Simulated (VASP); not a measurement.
# Si (Fm-3m) in VASP: further runs, part 2 of 2

VASP 6.6.1.

### Step 5. Single point, PBE

This run uses another cell than the first one, of 9.31 Å³/atom, 1.064 times its volume.

INCAR

```
PREC = Accurate
ENCUT = 500
EDIFF = 1E-6
ISMEAR = 0
SIGMA = 0.1
LREAL = F
LASPH = T
NELM = 120
ALGO = Normal
ISIF = 2
LWAVE = F
LCHARG = F
GGA = PE
NBANDS = 8
GGA_COMPAT = F
```

KPOINTS

```
regular mesh
0
Gamma
  15 15 15
```

POSCAR

```
Si
1.0
    0.0000000000      1.6700000000      1.6700000000
    1.6700000000      0.0000000000      1.6700000000
    1.6700000000      1.6700000000      0.0000000000
Si
1
Direct
    0.0000000000      0.0000000000      0.0000000000
```

Potentials or basis: VASP PAW PBE potentials, release 64 (Si).

Command:

```console
$ cat potpaw_PBE.64/Si/POTCAR > POTCAR
$ mpirun -np 1 vasp_std > vasp.out
```

OUTCAR:

```text
PREC = Accurate
   ENCUT = 500
   EDIFF = 1E-6
   ISMEAR = 0
   LREAL = F
   LASPH = T
   NELM = 120
   ISIF = 2
   GGA = PE

 ion  position               nearest neighbor table
   1  0.000  0.000  0.000-

  LATTYP: Found a face centered cubic cell.
 ALAT       =     3.3400000000

  Lattice vectors:

 A1 = (   0.0000000000,   1.6700000000,   1.6700000000)
 A2 = (   1.6700000000,   0.0000000000,   1.6700000000)
 A3 = (   1.6700000000,   1.6700000000,   0.0000000000)

Analysis of symmetry for initial positions (statically):
=====================================================================
 Subroutine PRICEL returns:
 Original cell was already a primitive cell.

 Routine SETGRP: Setting up the symmetry group for a
 face centered cubic supercell.

 Subroutine GETGRP returns: Found 48 space group operations
 (whereof 48 operations were pure point group operations)
 out of a pool of 48 trial point group operations.

The static configuration has the point symmetry O_h .

Analysis of symmetry for dynamics (positions and initial velocities):
[... 157 lines left out ...]

 E-fermi :  17.1396     XC(G=0): -13.0691

 val. band max:       17.1021580220   @ k =   0.3333   0.1333   0.0000
 cond. band min:      17.1441730605   @ k =   0.4667   0.3333   0.0000
 fundamental gap:      0.0420150384
 Fermi energy:        17.1396021936

 k-point     1 :       0.0000    0.0000    0.0000
  band No.  band energies     occupation
      1      -2.0738      2.00000
      2      30.8996      0.00000
      3      30.8996      0.00000
      4      30.8996      0.00000
      5      34.6760      0.00000
      6      34.6760      0.00000
      7      34.6760      0.00000
      8      37.3298      0.00000
[... 243 lines left out ...]
 k-point    24 :       0.2000    0.1333    0.0000
  band No.  band energies     occupation
      1      -0.5237      2.00000
      2      23.9664      0.00000
      3      26.6436      0.00000
      4      28.0570      0.00000
      5      31.3692      0.00000
      6      33.2170      0.00000
      7      40.0388      0.00000
      8      40.4660      0.00000

 [... further k-points ...]

------------------------ aborting loop because EDIFF is reached ----------------------------------------

  FORCE on cell =-STRESS in cart. coord.  units (eV):
  Direction    XX          YY          ZZ          XY          YZ          ZX
  --------------------------------------------------------------------------------------
  -------------------------------------------------------------------------------------
  Total        5.4634604      5.4634604      5.4634604      0.0000000      0.0000000      0.0000000
  in kB      939.7210959    939.7210959    939.7210959      0.0000000      0.0000000      0.0000000
  external PRESSURE =     939.7210959 kB  Pullay stress =       0.0000000 kB

 VOLUME and BASIS-vectors are now :
 -----------------------------------------------------------------------------
  energy-cutoff  :      500.00
  volume of cell :        9.31
      direct lattice vectors                 reciprocal lattice vectors
     0.000000000  1.670000000  1.670000000    -0.299401198  0.299401198  0.299401198
     1.670000000  0.000000000  1.670000000     0.299401198 -0.299401198  0.299401198
     1.670000000  1.670000000  0.000000000     0.299401198  0.299401198 -0.299401198

 POSITION                                       TOTAL-FORCE (eV/Angst)
 -----------------------------------------------------------------------------------
      0.00000      0.00000      0.00000         0.000000      0.000000      0.000000
 -----------------------------------------------------------------------------------
    total drift:                                0.000000      0.000000      0.000000

  FREE ENERGIE OF THE ION-ELECTRON SYSTEM (eV)
  ---------------------------------------------------
  free  energy   TOTEN  =        -3.8604933382 eV

  energy  without entropy=       -3.8579739153  energy(sigma->0) =       -3.85923363
```

OSZICAR:

```text
N       E                     dE             d eps       ncg     rms          rms(c)
DAV:   1    -0.147833917135E+01   -0.14783E+01   -0.20512E+03  2288   0.389E+02
DAV:   2    -0.390733704974E+01   -0.24290E+01   -0.23392E+01  2768   0.322E+01
DAV:   3    -0.391707618455E+01   -0.97391E-02   -0.97378E-02  2288   0.205E+00
DAV:   4    -0.391708070335E+01   -0.45188E-05   -0.45199E-05  3208   0.437E-02
DAV:   5    -0.391708070326E+01    0.91603E-10   -0.27973E-09  2272   0.223E-04    0.627E+00
DAV:   6    -0.388215349997E+01    0.34927E-01   -0.29814E-03  2360   0.299E-01    0.351E+00
DAV:   7    -0.386063496999E+01    0.21519E-01   -0.71973E-03  2432   0.469E-01    0.261E-01
DAV:   8    -0.386049559171E+01    0.13938E-03   -0.36158E-05  3032   0.423E-02    0.333E-02
DAV:   9    -0.386049348847E+01    0.21032E-05   -0.14279E-06  2368   0.696E-03    0.144E-03
DAV:  10    -0.386049333816E+01    0.15031E-06   -0.52936E-09  1752   0.607E-04
   1 F= -.38604933E+01 E0= -.38592336E+01  d E =-.251942E-02
```

stdout:

```text
POSCAR found type information on POSCAR Si
 POSCAR found :  1 types and       1 ions
 scaLAPACK will be used
 LDA part: xc-table for (Slater+PW92), standard interpolation
 POSCAR, INCAR and KPOINTS ok, starting setup
 FFT: planning ... GRIDC
 FFT: planning ... GRID_SOFT
 FFT: planning ... GRID
 WAVECAR not read
 entering main loop
```

Wall time 13 s (1 thread of Intel Xeon 8259CL, shared host); peak memory 0.11 GiB.

Results:

* Free energy: -3.8605 eV
* Pressure: 94.0 GPa
* Band gap on the k mesh: zero (band 2 reaches 30.90 eV, above the bottom of band 3 at 13.99 eV)

Levels at points of the mesh, in eV from the Fermi level:
```tsv
k point	band 1	band 2	band 3	band 4	band 5
(0.00, 0.00, 0.00)	-19.21	13.76	13.76	13.76	17.54
```

### Step 6. Single point, PBE

This run uses another cell than the first one, of 9.50 Å³/atom, 1.085 times its volume.

INCAR

```
ALGO     = Normal         # electronic algorithm
EDIFF    = 1E-6           # SCF threshold, eV
ENCUT    = 500            # plane-wave cutoff, eV
GGA      = PE             # functional
GGA_COMPAT= F            
ISIF     = 2              # what is computed and relaxed
ISMEAR   = 0              # smearing method
LASPH    = T              # aspherical terms in the spheres
LCHARG   = F              # write CHGCAR
LREAL    = F              # projectors in reciprocal space
LWAVE    = F              # write WAVECAR
NBANDS   = 8              # bands
NELM     = 120            # most SCF steps
PREC     = Accurate       # precision mode
SIGMA    = 0.1            # smearing width, eV
```

KPOINTS

```
k-points
0
Gamma
  15 15 15
```

POSCAR

```
Si
1.0
    0.0000000000      1.6810599250      1.6810599250
    1.6810599250      0.0000000000      1.6810599250
    1.6810599250      1.6810599250      0.0000000000
Si
1
Direct
    0.0000000000      0.0000000000      0.0000000000
```

Potentials or basis: VASP PAW PBE potentials, release 64 (Si).

Command:

```console
$ cat potpaw_PBE.64/Si/POTCAR > POTCAR
$ mpirun -np 1 vasp_std > vasp.out
```

Run time: 17 s. Hardware: 1 thread of Intel Xeon 8259CL, shared host; peak memory 0.11 GiB.

Results (log left out):

```
Free energy            : -3.9652 eV
Pressure               : 86.3 GPa
Band gap on the k mesh : zero (band 2 reaches 30.45 eV, above the bottom of band 3 at 13.64 eV)
```

Levels at points of the mesh, in eV from the Fermi level:
```
           k point  band 1  band 2  band 3  band 4  band 5  band 6
(0.00, 0.00, 0.00)  -18.97   13.68   13.68   13.68   17.21   17.21
```

### Step 7. Summary

```tsv
cell	gap on the mesh (eV)	pressure (GPa)
a = 2.314 Å, angles 60.0°, 1 atom	none	124.2
a = 2.330 Å, angles 60.0°, 1 atom	none	113.1
a = 2.346 Å, angles 60.0°, 1 atom	none	102.9
a = 2.362 Å, angles 60.0°, 1 atom	none	94.0
a = 2.377 Å, angles 60.0°, 1 atom	none	86.3
```

Alike in all rows: task single point; level PBE; potentials or basis VASP PAW PBE potentials, release 64 (Si); no spin polarisation; k mesh 15 × 15 × 15; cutoff (eV) 500; smearing gaussian 0.1 eV.

Absolute energies hang on the potentials; compare differences alone.
